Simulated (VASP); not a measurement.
# Ni (P6_3/mmc) in VASP: further runs, part 2 of 2

VASP 6.6.1. Earlier steps stand in the parts before.

## Step 3: Relaxation of cell and atoms, BLYP

This run uses another cell than the first one, of 10.94 Å³/atom.

Input file INCAR:

```
  PREC = Accurate
  ENCUT = 600
  EDIFF = 1E-7
  ISMEAR = -1
  SIGMA = 0.1
  LREAL = F
  LASPH = T
  NELM = 60
  ALGO = Normal
  ISIF = 3
  LWAVE = F
  LCHARG = F
  GGA = B5
  ALDAX = 1.0
  AGGAX = 1.0
  AGGAC = 1.0
  ALDAC = 0.0
  IBRION = 2
  NSW = 80
  EDIFFG = -0.01
```

Input file KPOINTS:

```
regular mesh
0
Gamma
  14 14 4
```

Input file POSCAR:

```
Ni
1.0
    2.4917559660      0.0000000000      0.0000000000
   -1.2458779830      2.1579239666      0.0000000000
    0.0000000000      0.0000000000      8.1380749850
Ni
4
Direct
    0.0000000000      0.0000000000      0.0000000000
    0.0000000000      0.0000000000      0.5000000000
    0.3333333333      0.6666666667      0.2500000000
    0.6666666667      0.3333333333      0.7500000000
```

Potentials or basis: VASP PAW PBE potentials, release 64 (Ni).

Started as:

```sh
$ cat potpaw_PBE.64/Ni/POTCAR > POTCAR
$ mpirun -np 1 vasp_std > vasp.out
```

OUTCAR:

```text
PREC = Accurate
   ENCUT = 600
   EDIFF = 1E-7
   ISMEAR = -1
   LREAL = F
   LASPH = T
   NELM = 60
   ISIF = 3
   GGA = B5
   IBRION = 2
   NSW = 80
   EDIFFG = -0.01

 ion  position               nearest neighbor table
   1  0.000  0.000  0.000-   3 2.49   4 2.49   4 2.49   3 2.49   4 2.49   3 2.49
   2  0.000  0.000  0.500-   3 2.49   4 2.49   4 2.49   3 2.49   4 2.49   3 2.49
   3  0.333  0.667  0.250-   1 2.49   2 2.49   1 2.49   2 2.49   1 2.49   2 2.49
   4  0.667  0.333  0.750-   1 2.49   2 2.49   1 2.49   2 2.49   1 2.49   2 2.49

  LATTYP: Found a hexagonal cell.
 ALAT       =     2.4917559660
 C/A-ratio  =     3.2660000000

  Lattice vectors:

 A1 = (   2.4917559660,   0.0000000000,   0.0000000000)
 A2 = (  -1.2458779830,   2.1579239666,   0.0000000000)
 A3 = (   0.0000000000,   0.0000000000,   8.1380749850)

Analysis of symmetry for initial positions (statically):
=====================================================================
 Subroutine PRICEL returns:
 Original cell was already a primitive cell.

 Routine SETGRP: Setting up the symmetry group for a
 hexagonal supercell.

 Subroutine GETGRP returns: Found 24 space group operations
 (whereof 12 operations were pure point group operations)
 out of a pool of 24 trial point group operations.

The static configuration has the point symmetry D_3d.
 The point group associated with its full space group is D_6h.

Analysis of symmetry for dynamics (positions and initial velocities):
=====================================================================
 Subroutine PRICEL returns:
 Original cell was already a primitive cell.

 Routine SETGRP: Setting up the symmetry group for a
 hexagonal supercell.

 Subroutine GETGRP returns: Found 24 space group operations
 (whereof 12 operations were pure point group operations)
 out of a pool of 24 trial point group operations.

The dynamic configuration has the point symmetry D_3d.
 The point group associated with its full space group is D_6h.

[... 130 lines left out ...]
   IVDW    =     0    specifies the selected vdW correction
   LEPSILON=     F    determine dielectric tensor
   LRPA    =     F    only Hartree local field effects (RPA)
 conjugate gradient relaxation of ions
 non-spin polarized calculation
  energy-cutoff  :      600.00
  volume of cell :       43.76
 maximum number of plane-waves:      1495
 NGX is ok and might be reduce to    20
   NGX =  9   NGY =  9   NGZ = 33

--------------------------------------- Ionic step        1  -------------------------------------------

 number of electron      39.9999992 magnetization

 Free energy of the ion-electron system (eV)
  ---------------------------------------------------
  ext. energy  EPLUGINS =         0.00000000
  ---------------------------------------------------
  free energy    TOTEN  =       -18.33664794 eV

  energy without entropy =      -17.97875784  energy(sigma->0) =      -18.15770289

------------------------ aborting loop because EDIFF is reached ----------------------------------------

  FORCE on cell =-STRESS in cart. coord.  units (eV):
  Direction    XX          YY          ZZ          XY          YZ          ZX
  --------------------------------------------------------------------------------------
  -------------------------------------------------------------------------------------
  Total        2.1953534      2.1953534      2.4030070     -0.0000000      0.0000000     -0.0000000
  in kB       80.3806821     80.3806821     87.9837113     -0.0000000      0.0000000     -0.0000000
  external PRESSURE =      82.9150251 kB  Pullay stress =       0.0000000 kB
[... 215 lines left out ...]
--------------------------------------- Ionic step        7  -------------------------------------------

 number of electron      39.9999997 magnetization

 Free energy of the ion-electron system (eV)
  ---------------------------------------------------
  ext. energy  EPLUGINS =         0.00000000
  ---------------------------------------------------
  free energy    TOTEN  =       -18.38607030 eV

  energy without entropy =      -18.01693403  energy(sigma->0) =      -18.20150216

 E-fermi :   8.9921     XC(G=0): -12.3779

 val. band max:        8.9912372148   @ k =   0.3571   0.2143   0.5000
 cond. band min:       8.9950944649   @ k =   0.4286  -0.0000   0.5000
 fundamental gap:      0.0038572502
 Fermi energy:         8.9920638717

 k-point     1 :       0.0000    0.0000    0.0000
  band No.  band energies     occupation
      1       0.6160      2.00000
      2       2.7768      2.00000
      3       2.7768      2.00000
      4       4.8408      2.00000
      5       6.9062      2.00000
      6       6.9324      2.00000
[... 637 lines left out ...]
     23      14.3547      0.00000
     24      14.4891      0.00000

 [... further k-points ...]

------------------------ aborting loop because EDIFF is reached ----------------------------------------

  FORCE on cell =-STRESS in cart. coord.  units (eV):
  Direction    XX          YY          ZZ          XY          YZ          ZX
  --------------------------------------------------------------------------------------
  -------------------------------------------------------------------------------------
  Total        0.0276391      0.0276391      0.0218455     -0.0000000      0.0000000      0.0000000
  in kB        0.9687037      0.9687037      0.7656486     -0.0000000      0.0000000      0.0000000
  external PRESSURE =       0.9010187 kB  Pullay stress =       0.0000000 kB
[... 19 lines left out ...]
  FREE ENERGIE OF THE ION-ELECTRON SYSTEM (eV)
  ---------------------------------------------------
  free  energy   TOTEN  =       -18.3860702953 eV

  energy  without entropy=      -18.0169340258  energy(sigma->0) =      -18.20150216

 reached required accuracy - stopping structural energy minimisation
```

It took 4.8 min on 1 thread of Intel Xeon 6975P-C (Granite Rapids), shared host; peak memory 0.22 GiB.

Results:

```
Free energy                           : -18.3861 eV
Relaxed volume                        : 11.43 Å³/atom
Relaxed cell                          : a = 2.525 Å, b = 2.525 Å, c = 8.278 Å, α = 90.00°, β = 90.00°, γ = 120.00°
Space group after relaxing (to 0.1 Å) : P6_3/mmc (No. 194)
Energy gained by relaxing             : 12.4 meV/atom
Ionic steps                           : 7
Pressure after relaxing               : 0.1 GPa
```

Step by step:
```
step  energy change (eV)  largest force (eV/Å)  pressure (GPa)  volume (Å³)
   1              0.0000                0.0000            8.29        43.76
   2             -0.0188                0.0000           -5.57        47.44
   3             -0.0493                0.0000           -0.05        45.76
   4             -0.0493                0.0000            0.09        45.72
   5             -0.0494                0.0000            0.09        45.71
   6             -0.0494                0.0000            0.11        45.71
   7             -0.0494                0.0000            0.09        45.71
```

Final structure:
```yaml
crystal:
  lattice:
    - [2.52512, 0.00000, 0.00000]
    - [-1.26256, 2.18682, 0.00000]
    - [0.00000, 0.00000, 8.27843]
  atoms:
    - { symbol: Ni, position: [0.00000, 0.00000, 0.00000] }
    - { symbol: Ni, position: [0.00000, 0.00000, 0.50000] }
    - { symbol: Ni, position: [0.33333, 0.66667, 0.25000] }
    - { symbol: Ni, position: [0.66667, 0.33333, 0.75000] }
```

Levels at points of the mesh, in eV from the Fermi level:
```tsv
k point	band 18	band 19	band 20	band 21	band 22	band 23
(0.00, 0.00, 0.00)	-0.65	-0.65	-0.44	-0.44	-0.10	-0.10
(0.50, 0.00, 0.00)	0.07	0.07	0.09	0.67	1.68	2.60
(0.00, 0.00, 0.50)	-0.79	-0.79	-0.79	-0.24	-0.24	-0.24
(0.50, 0.00, 0.50)	-0.03	0.06	0.06	1.56	1.56	2.89
```

Caveat: the highest band is partly filled, so the run has too few bands; the PAW data sets were made with another functional, which shifts forces and pressure a little; the run has no spin polarisation, though such a crystal can be magnetic. Spin polarisation is off, so any magnetic state and its effect on volume and gap are missing.
